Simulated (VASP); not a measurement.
Runs of VASP 6.6.1 on GaN. Symmetry: P6_3mc, No. 186, hexagonal system. The conventional cell has a = 3.189 Å, b = 3.189 Å, c = 5.185 Å, α = 90.00°, β = 90.00°, γ = 120.00°. Ga (site symmetry 3m) has 4 N at 1.95 Å within 2.6 Å. Within 2.6 Å of N (site symmetry 3m) lie 4 Ga at 1.95 Å. 

```csv
task,level,potentials or basis,cell,smearing,gap on the mesh (eV),pressure (GPa)
single point,LDA,"VASP PAW LDA potentials, release 64 (Ga_d, N)",as given,gaussian 0.03 eV,1.94,-5.1
single point,r2SCAN,"VASP PAW PBE potentials, release 64 (Ga_d, N)",as given,gaussian 0.03 eV,2.32,0.3
single point,LDA,"VASP PAW LDA potentials, release 64 (Ga_d, N)",as given,gaussian 0.05 eV,1.94,-5.1
single point,PBE,"VASP PAW PBE potentials, release 64 (Ga_d, N)",as given,gaussian 0.03 eV,1.92,(a)
relaxation of the atoms,r2SCAN,"VASP PAW PBE potentials, release 64 (Ga_d, N)",atoms relaxed,gaussian 0.05 eV,2.32,0.3
```

Alike in all rows: no spin polarisation; k mesh 8 × 8 × 5; cutoff (eV) 520.

Question: Fill in the values left out.

Answer: (a) 5.5.

Caveats: the cell stands under tension (at least some runs); the PAW data sets were made with another functional, which shifts forces and pressure a little (at least some runs); the cell stands under pressure (at least some runs).

A k mesh can miss the band edges, and the runs leave out spin-orbit coupling on Ga.
